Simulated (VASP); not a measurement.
Write the native input for VASP 6.6.1 that does the following.

```yaml
Task: single point
Functional: LDA
Potentials_or_basis: VASP PAW LDA potentials, release 64 (Re)
Cutoff: 600 eV
k_mesh: 10 × 10 × 10
Occupations: gaussian, width 0.05 eV
Spin: no spin polarisation
Dipole_correction: no
Further_INCAR_settings: ALGO = Normal; EDIFF = 1e-06; NBANDS = 10
```

The structure of Re lies in POSCAR:

```
Re
1.0
   -1.5344245356      1.5344245356      1.5344245356
    1.5344245356     -1.5344245356      1.5344245356
    1.5344245356      1.5344245356     -1.5344245356
Re
1
Direct
    0.0000000000      0.0000000000      0.0000000000
```

This isn't the form of Re at room conditions, which is hcp.

The input as run:

INCAR

```
SYSTEM = Re
PREC = Accurate
ENCUT = 600
EDIFF = 1E-6
ISMEAR = 0
SIGMA = 0.05
LREAL = .False.
LASPH = .True.
NELM = 120
ALGO = Normal
ISIF = 2
LWAVE = .False.
LCHARG = .False.
GGA = CA
NBANDS = 10
GGA_COMPAT = .False.
```

KPOINTS

```
Automatic mesh
0
Gamma
  10 10 10
  0 0 0
```

Potentials or basis: VASP PAW LDA potentials, release 64 (Re).

Launch:

```bash
$ cat potpaw_LDA.64/Re/POTCAR > POTCAR
$ mpirun -np 1 vasp_std > vasp.out
```

It gave:

```json
{
 "Pressure": "1.6 GPa",
 "Band gap on the k mesh": "zero (an odd number of electrons rules out a gap without spin polarisation)"
}
```

Caveat: spin-orbit coupling is left out, which moves the levels of the heavy elements.

It took 3.3 s on 1 thread of Intel(R) Xeon(R) 6975P-C (Granite Rapids), with other jobs on the host, peak memory 0.13 GiB.
